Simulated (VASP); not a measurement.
# Hg (P2_1/m) in VASP: notebook

The runs below take Hg through single point, with PBE+D3(BJ), PBE, r2SCAN+rVV10, r2SCAN.

All numbers are computed with VASP 6.6.1; they aren't measurements. Logs are shortened: lines on timing, memory, paths and dates and some standing lists are left out, and cuts for length are marked.

## Step 1: The cell of the first run

The typed cell holds 2 atoms: a = 3.063 Å, b = 5.496 Å, c = 3.063 Å, α = 90.00°, β = 100.89°, γ = 90.00°.

## Step 2: Single point, PBE+D3(BJ)

INCAR reads:

```
SYSTEM = Hg
PREC = Accurate
ENCUT = 520
EDIFF = 1E-7
ISMEAR = -1
SIGMA = 0.02
LREAL = .False.
LASPH = .True.
NELM = 100
ALGO = Normal
ISIF = 2
LWAVE = .False.
LCHARG = .False.
GGA = PE
IVDW = 12
NBANDS = 19
```

KPOINTS reads:

```
regular mesh
0
Gamma
  8 4 8
  0 0 0
```

POSCAR reads:

```
Hg
1.0
    3.0221352664      0.0000000000      0.5003098032
    0.0000000000      5.4961570138      0.0000000000
   -1.0617842549      0.0000000000      2.8726897001
Hg
2
Direct
    0.7499831466      0.2500000000      0.7505955110
    0.2500168534      0.7500000000      0.2494044890
```

Potentials or basis: VASP PAW PBE potentials, release 64 (Hg).

On the command line:

```console
$ cat potpaw_PBE.64/Hg/POTCAR > POTCAR
$ mpirun -np 1 vasp_std > vasp.out
```

OUTCAR:

```text
SYSTEM = Hg
   PREC = Accurate
   ENCUT = 520
   EDIFF = 1E-7
   ISMEAR = -1
   LREAL = .False.
   LASPH = .True.
   NELM = 100
   ISIF = 2
   GGA = PE
   IVDW = 12
 IVDW          = 12

 ion  position               nearest neighbor table
   1  0.750  0.250  0.751-   2 3.37   2 3.37   2 3.37   2 3.37   2 3.62   2 3.62   2 3.63   2 3.63

   2  0.250  0.750  0.249-   1 3.37   1 3.37   1 3.37   1 3.37   1 3.62   1 3.62   1 3.63   1 3.63

  LATTYP: Found a simple monoclinic cell.
 ALAT       =     3.0626347998
 B/A-ratio  =     1.7945845238
 C/A-ratio  =     1.0002067836
 COS(beta)  =    -0.1888385055

  Lattice vectors:

 A1 = (  -1.0617842549,   0.0000000000,   2.8726897001)
 A2 = (   0.0000000000,  -5.4961570138,   0.0000000000)
 A3 = (   3.0221352664,   0.0000000000,   0.5003098032)

Analysis of symmetry for initial positions (statically):
=====================================================================
 Subroutine PRICEL returns:
 Original cell was already a primitive cell.

 Routine SETGRP: Setting up the symmetry group for a
 simple monoclinic supercell.

 Subroutine GETGRP returns: Found  4 space group operations
 (whereof  2 operations were pure point group operations)
 out of a pool of  4 trial point group operations.

The static configuration has the point symmetry S_2 .
 The point group associated with its full space group is C_2h.

Analysis of symmetry for dynamics (positions and initial velocities):
=====================================================================
 Subroutine PRICEL returns:
 Original cell was already a primitive cell.

 Routine SETGRP: Setting up the symmetry group for a
 simple monoclinic supercell.

 Subroutine GETGRP returns: Found  4 space group operations
 (whereof  2 operations were pure point group operations)
 out of a pool of  4 trial point group operations.

The dynamic configuration has the point symmetry S_2 .
 The point group associated with its full space group is C_2h.

 Subroutine INISYM returns: Found  4 space group operations
 (whereof  2 operations are pure point group operations),
 and found     1 'primitive' translations

----------------------------------------------------------------------------------------

                                     Primitive cell

  volume of cell :      50.6354

  direct lattice vectors                    reciprocal lattice vectors
[... 83 lines left out ...]
   LSORBIT =      F    spin-orbit coupling
   LASPH  =      T    aspherical Exc in radial PAW
   ENCUT  =  520.0 eV  38.22 Ry    6.18 a.u.   5.70 10.22  5.69*2*pi/ulx,y,z
   NELM   =    100;   NELMIN=  2; NELMDL= -5     # of ELM steps
   EDIFF  = 0.1E-06   stopping-criterion for ELM
   LREAL  =      F    real-space projection
   EDIFFG = 0.1E-05   stopping-criterion for IOM
   NSW    =      0    number of steps for IOM
   IBRION =     -1    ionic relax: 0-MD 1-quasi-New 2-CG
   NFREE  =      0    steps in history (QN), initial steepest desc. (CG)
   ISIF   =      2    stress and relaxation
   ISYM   =      2    0-nonsym 1-usesym 2-fastsym
   POTIM  = 0.5000    time-step for ionic-motion
   TEBEG  =    0.0;   TEEND  =   0.0 temperature during run
   PSTRESS=    0.0 pullay stress
   NELECT =      24.0000    total number of electrons
   NUPDOWN=      -1.0000    fix difference up-down
   EMIN   =  10.00;   EMAX   =-10.00  energy-range for DOS
   EFERMI =   0.00;   METHOD = LEGACY
   ISMEAR =    -1;   SIGMA  =   0.02  broadening in eV -4-tet -1-fermi 0-gaus
   EFERMI_NEDOS =   21; number of points for ismear=-14 and -15
   IALGO  =     38    algorithm
   IMIX   =      4    mixing-type and parameters
     AMIX     =   0.40;   BMIX     =  1.00
     AMIX_MAG =   1.60;   BMIX_MAG =  1.00
  volume/ion in A,a.u.               =      25.32       170.85
  Fermi-wavevector in a.u.,A,eV,Ry     =   1.276420  2.412085 22.167282  1.629249
  Thomas-Fermi vector in A             =   2.409078
   LORBIT       =      0    0 simple, 1 ext, 2 COOP (PROOUT), +10 PAW based schemes
   GGA     = PE    functional components
   LHFCALC =     F    Hartree Fock is set to
   AEXX    =    0.0000 exact exchange contribution
   IVDW    =    12    specifies the selected vdW correction
   LEPSILON=     F    determine dielectric tensor
   LRPA    =     F    only Hartree local field effects (RPA)
 non-spin polarized calculation
  energy-cutoff  :      520.00
  volume of cell :       50.64
 maximum number of plane-waves:      1387
   NGX = 11   NGY = 21   NGZ = 11

 number of electron      23.9999999 magnetization

 Free energy of the ion-electron system (eV)
  ---------------------------------------------------
  ext. energy  EPLUGINS =         0.00000000
  ---------------------------------------------------
  free energy    TOTEN  =        -0.31525482 eV

  energy without entropy =       -0.31525087  energy(sigma->0) =       -0.31525285

 E-fermi :   2.3819     XC(G=0): -10.4675

 val. band max:        2.2350304415   @ k =   0.3750   0.0000   0.3750
 cond. band min:       2.5126296603   @ k =   0.5000   0.0000   0.5000
 fundamental gap:      0.2775992188
 Fermi energy:         2.3819212790

 k-point     1 :       0.0000    0.0000    0.0000
  band No.  band energies     occupation
      1      -6.3112      2.00000
      2      -5.5656      2.00000
      3      -5.4735      2.00000
      4      -5.1639      2.00000
      5      -4.6645      2.00000
      6      -4.3911      2.00000
[... 505 lines left out ...]
      6      -4.2126      2.00000
[... 11 lines left out ...]
     18      15.7271      0.00000
     19      16.9663      0.00000

 [... further k-points ...]

------------------------ aborting loop because EDIFF is reached ----------------------------------------

 Edisp (eV)   -0.82869

 E8    (eV) :    -0.3762

  FORCE on cell =-STRESS in cart. coord.  units (eV):
  Direction    XX          YY          ZZ          XY          YZ          ZX
  --------------------------------------------------------------------------------------
  -------------------------------------------------------------------------------------
  Total       0.09869     0.03500     0.09627     0.00000     0.00000    -0.00548
  in kB       3.12274     1.10746     3.04621     0.00000     0.00000    -0.17327
  external pressure =        2.43 kB  Pullay stress =        0.00 kB

 VOLUME and BASIS-vectors are now :
 -----------------------------------------------------------------------------
  energy-cutoff  :      520.00
  volume of cell :       50.64
      direct lattice vectors                 reciprocal lattice vectors
     3.022135266  0.000000000  0.500309803     0.311812413  0.000000000  0.115250008
     0.000000000  5.496157014  0.000000000     0.000000000  0.181945312  0.000000000
    -1.061784255  0.000000000  2.872689700    -0.054305485  0.000000000  0.328033790

 POSITION                                       TOTAL-FORCE (eV/Angst)
 -----------------------------------------------------------------------------------
      1.46958      1.37404      2.53145        -0.000155      0.000000     -0.000650
      0.49077      4.12212      0.84155         0.000155     -0.000000      0.000650
 -----------------------------------------------------------------------------------
    total drift:                               -0.000000     -0.000000      0.000000

  FREE ENERGIE OF THE ION-ELECTRON SYSTEM (eV)
  ---------------------------------------------------
  free  energy   TOTEN  =        -1.1439450954 eV

  energy  without entropy=       -1.1439411413  energy(sigma->0) =       -1.14394312
```

OSZICAR:

```text
N       E                     dE             d eps       ncg     rms          rms(c)
DAV:   1     0.178568050393E+03    0.17857E+03   -0.12393E+04  3884   0.121E+03
DAV:   2     0.387329227392E+01   -0.17469E+03   -0.16646E+03  4034   0.315E+02
DAV:   3    -0.360507959819E+00   -0.42338E+01   -0.42227E+01  4373   0.535E+01
DAV:   4    -0.367777201981E+00   -0.72692E-02   -0.72685E-02  4196   0.213E+00
DAV:   5    -0.367788345317E+00   -0.11143E-04   -0.11143E-04  4274   0.820E-02    0.427E+00
DAV:   6    -0.318012006656E+00    0.49776E-01   -0.11946E-01  4226   0.358E+00    0.322E+00
DAV:   7    -0.315225833937E+00    0.27862E-02   -0.24532E-02  4185   0.139E+00    0.117E+00
DAV:   8    -0.315196790169E+00    0.29044E-04   -0.35453E-03  4143   0.657E-01    0.736E-02
DAV:   9    -0.315220596216E+00   -0.23806E-04   -0.19707E-05  4299   0.437E-02    0.246E-02
DAV:  10    -0.315254779468E+00   -0.34183E-04   -0.35267E-05  4073   0.472E-02    0.520E-03
DAV:  11    -0.315254822797E+00   -0.43328E-07   -0.80970E-07  4322   0.865E-03
   1 F= -.11439451E+01 E0= -.11439431E+01  d E =-.395406E-05
```

stdout:

```text
POSCAR found type information on POSCAR Hg
 POSCAR found :  1 types and       2 ions
 scaLAPACK will be used
 LDA part: xc-table for (Slater+PW92), standard interpolation
 POSCAR, INCAR and KPOINTS ok, starting setup
 FFT: planning ... GRIDC
 FFT: planning ... GRID_SOFT
 FFT: planning ... GRID
 WAVECAR not read
 entering main loop
```

It took 47 s on 1 thread of Intel Xeon 8259CL, shared host; peak memory 0.23 GiB.

What came out:

* Free energy: -1.1439 eV
* Pressure: 0.2 GPa
* Band gap on the k mesh: zero (bands 12 and 13 overlap by 2.34 eV)
* Dispersion energy per atom: -0.414 eV

Caveat: spin-orbit coupling is left out, which moves the levels of the heavy elements.

## Step 3: Single point, PBE

This run uses another cell than the first one, of 24.84 Å³/atom.

INCAR reads:

```
ALGO = Normal
EDIFF = 1E-6
ENCUT = 520
GGA = PE
ISIF = 2
ISMEAR = -1
LASPH = True
LCHARG = False
LREAL = False
LWAVE = False
NBANDS = 19
NELM = 100
PREC = Accurate
SIGMA = 0.02
```

KPOINTS reads:

```
k-points
0
Gamma
  8 6 8
```

POSCAR reads:

```
Hg
1.0
    2.9929184076      0.0000000000      0.5030871254
    0.0000000000      5.4873317671      0.0000000000
   -1.0450040493      0.0000000000      2.8492808733
Hg
2
Direct
    0.7498947160      0.2500000000      0.7503329663
    0.2501052840      0.7500000000      0.2496670337
```

Potentials or basis: VASP PAW PBE potentials, release 64 (Hg).

On the command line:

```console
$ cat potpaw_PBE.64/Hg/POTCAR > POTCAR
$ mpirun -np 1 vasp_std > vasp.out
```

Run time: 75 s. Hardware: 1 thread of Intel Xeon 8259CL, shared host; peak memory 0.24 GiB.

The run converged. Its results:

| Item | Value |
| --- | --- |
| Free energy | -0.2839 eV |
| Pressure | 3.4 GPa |
| Band gap on the k mesh | zero (bands 12 and 13 overlap by 2.61 eV) |

Stress tensor (GPa, compression positive):
```
 3.49  0.00 -0.02
 0.00  3.10  0.00
-0.02  0.00  3.46
```

Levels at points of the mesh, in eV from the Fermi level:
| k point | band 10 | band 11 | band 12 | band 13 | band 14 | band 15 |
| --- | --- | --- | --- | --- | --- | --- |
| (0.00, 0.00, 0.00) | -5.98 | -5.83 | -2.40 | -1.62 | 9.62 | 9.89 |
| (0.50, 0.00, 0.00) | -6.19 | -2.73 | -2.73 | 1.94 | 1.94 | 4.47 |
| (0.00, 0.50, 0.00) | -6.18 | -6.03 | -6.03 | 5.43 | 5.43 | 11.63 |
| (0.50, 0.50, 0.00) | -5.75 | -1.50 | -1.50 | -1.33 | -1.33 | 8.19 |
| (0.00, 0.00, 0.50) | -6.19 | -2.73 | -2.73 | 1.94 | 1.94 | 4.47 |
| (0.50, 0.00, 0.50) | -5.37 | -0.25 | 0.38 | 2.61 | 2.80 | 4.05 |
| (0.00, 0.50, 0.50) | -5.75 | -1.50 | -1.50 | -1.33 | -1.33 | 8.19 |
| (0.50, 0.50, 0.50) | -5.39 | 0.99 | 0.99 | 1.66 | 1.66 | 4.55 |

Caveat: the cell stands under pressure; spin-orbit coupling is left out, which moves the levels of the heavy elements.

## Step 4: Single point, r2SCAN+rVV10

This run uses another cell than the first one, of 24.84 Å³/atom.

POSCAR is that of step 3.

INCAR.step1 reads:

```
SYSTEM = Hg
PREC = Accurate
ENCUT = 520
ISMEAR = -1
SIGMA = 0.02
LREAL = .False.
LASPH = .True.
NELM = 80
NBANDS = 19
GGA = PE
ALGO = Normal
EDIFF = 1E-4
LWAVE = .True.
LCHARG = .False.
```

INCAR.step2 reads:

```
SYSTEM = Hg
PREC = Accurate
ENCUT = 520
EDIFF = 1E-6
ISMEAR = -1
SIGMA = 0.02
LREAL = .False.
LASPH = .True.
NELM = 80
ALGO = Normal
ISIF = 2
LWAVE = .False.
LCHARG = .False.
METAGGA = R2SCAN
LMIXTAU = .True.
LUSE_VDW = .True.
IVDW_NL = 2
BPARAM = 11.95
CPARAM = 0.0093
NBANDS = 19
ISTART = 1
```

KPOINTS reads:

```
Automatic mesh
0
Gamma
  8 4 8
  0 0 0
```

On the command line:

```console
$ cat potpaw_PBE.64/Hg/POTCAR > POTCAR
$ cp INCAR.step1 INCAR
$ mpirun -np 1 vasp_std > vasp.out
$ cp INCAR.step2 INCAR
$ mpirun -np 1 vasp_std > vasp.out
```

Run time: 5.1 min. Hardware: 1 thread of Intel Xeon 8259CL, shared host; peak memory 0.33 GiB.

The run converged. Its results:

```yaml
Free_energy: -98.1513 eV
Pressure: 0.8 GPa
Band_gap_on_the_k_mesh: zero (bands 12 and 13 overlap by 2.54 eV)
```

Stress tensor (GPa, compression positive):
```
 0.91  0.00 -0.04
 0.00  0.62  0.00
-0.04  0.00  0.87
```

Levels at points of the mesh, in eV from the Fermi level:
```tsv
k point	band 10	band 11	band 12	band 13	band 14	band 15
(0.00, 0.00, 0.00)	-6.51	-6.35	-2.74	-1.70	9.80	10.14
(0.50, 0.00, 0.00)	-6.72	-3.00	-3.00	1.85	1.85	4.54
(0.00, 0.50, 0.00)	-6.71	-6.55	-6.55	5.49	5.49	11.93
(0.50, 0.50, 0.00)	-6.26	-1.78	-1.78	-1.42	-1.42	8.34
(0.00, 0.00, 0.50)	-6.72	-3.00	-3.00	1.85	1.85	4.53
(0.50, 0.00, 0.50)	-5.87	-0.34	0.20	2.59	2.68	4.03
(0.00, 0.50, 0.50)	-6.26	-1.78	-1.78	-1.42	-1.42	8.34
(0.50, 0.50, 0.50)	-5.89	0.84	0.84	1.60	1.60	4.56
```

Caveat: the PAW data sets were made with another functional, which shifts forces and pressure a little; spin-orbit coupling is left out, which moves the levels of the heavy elements.

## Step 5: Single point, r2SCAN

This run uses another cell than the first one, of 24.84 Å³/atom.

POSCAR is that of step 4.

INCAR.step1 reads:

```
  ALGO = Normal
  EDIFF = 1E-4
  ENCUT = 520
  GGA = PE
  ISMEAR = -1
  LASPH = True
  LCHARG = False
  LREAL = False
  LWAVE = True
  NBANDS = 19
  NELM = 100
  PREC = Accurate
  SIGMA = 0.02
```

INCAR.step2 reads:

```
  ALGO = Normal
  EDIFF = 1E-7
  ENCUT = 520
  ISIF = 2
  ISMEAR = -1
  ISTART = 1
  LASPH = True
  LCHARG = False
  LMIXTAU = True
  LREAL = False
  LWAVE = False
  METAGGA = R2SCAN
  NBANDS = 19
  NELM = 100
  PREC = Accurate
  SIGMA = 0.02
```

KPOINTS reads:

```
k-points
0
Gamma
  8 6 8
```

On the command line:

```console
$ cat potpaw_PBE.64/Hg/POTCAR > POTCAR
$ cp INCAR.step1 INCAR
$ mpirun -np 1 vasp_std > vasp.out
$ cp INCAR.step2 INCAR
$ mpirun -np 1 vasp_std > vasp.out
```

Run time: 6.4 min. Hardware: 1 thread of Intel Xeon 8259CL, shared host; peak memory 0.25 GiB.

Results (log left out):

| Property | Result |
| --- | --- |
| Free energy | -98.7026 eV |
| Pressure | 1.9 GPa |
| Band gap on the k mesh | zero (bands 12 and 13 overlap by 2.51 eV) |

Stress tensor (GPa, compression positive):
```
1.71 0.00 0.12
0.00 2.01 0.00
0.12 0.00 1.84
```

Levels at points of the mesh, in eV from the Fermi level:
```
           k point  band 8  band 9  band 10  band 11  band 12  band 13  band 14  band 15  band 16  band 17
(0.00, 0.00, 0.00)   -6.40   -6.35    -6.34    -6.18    -2.55    -1.47    10.02    10.35    13.39    14.80
(0.50, 0.00, 0.00)   -6.62   -6.55    -6.55    -2.80    -2.80     2.05     2.05     4.76     4.76    13.01
(0.00, 0.50, 0.00)   -6.67   -6.54    -6.54    -6.38    -6.38     5.69     5.69    12.14    12.14    12.15
(0.50, 0.50, 0.00)   -6.52   -6.09    -6.09    -1.59    -1.59    -1.20    -1.20     8.55     8.55    12.76
(0.00, 0.00, 0.50)   -6.62   -6.55    -6.55    -2.80    -2.80     2.05     2.05     4.75     4.77    13.01
(0.50, 0.00, 0.50)   -6.26   -5.74    -5.69    -0.13     0.39     2.80     2.86     4.24     5.30     7.37
(0.00, 0.50, 0.50)   -6.52   -6.09    -6.09    -1.59    -1.59    -1.20    -1.20     8.55     8.55    12.76
(0.50, 0.50, 0.50)   -6.65   -5.72    -5.72     1.04     1.04     1.81     1.81     4.77     4.77     7.35
```

Caveat: the PAW data sets were made with another functional, which shifts forces and pressure a little; spin-orbit coupling is left out, which moves the levels of the heavy elements.

## Step 6: Summary

```csv
level,cell,k mesh,gap on the mesh (eV),pressure (GPa)
PBE+D3(BJ),"a = 3.063, b = 5.496, c = 3.063 Å, angles 90.0, 100.9, 90.0°, 2 atoms, atomic positions A",8 × 4 × 8,none,0.2
PBE,"a = 3.035, b = 5.487 Å, angles 90.0, 100.6, 90.0°, 2 atoms, atomic positions B",8 × 6 × 8,none,3.4
r2SCAN+rVV10,"a = 3.035, b = 5.487 Å, angles 90.0, 100.6, 90.0°, 2 atoms, atomic positions B",8 × 4 × 8,none,0.8
r2SCAN,"a = 3.035, b = 5.487 Å, angles 90.0, 100.6, 90.0°, 2 atoms, atomic positions B",8 × 6 × 8,none,1.9
```

Alike in all rows: task single point; potentials or basis VASP PAW PBE potentials, release 64 (Hg); no spin polarisation; cutoff (eV) 520; smearing fermi-dirac 0.02 eV.

Caveats: spin-orbit coupling is left out, which moves the levels of the heavy elements; the PAW data sets were made with another functional, which shifts forces and pressure a little (at least some runs); the cell stands under pressure (at least some runs).

Absolute energies hang on the potentials; compare differences alone.

The gap in the log of VASP goes by the Fermi energy; the results here count the filled bands.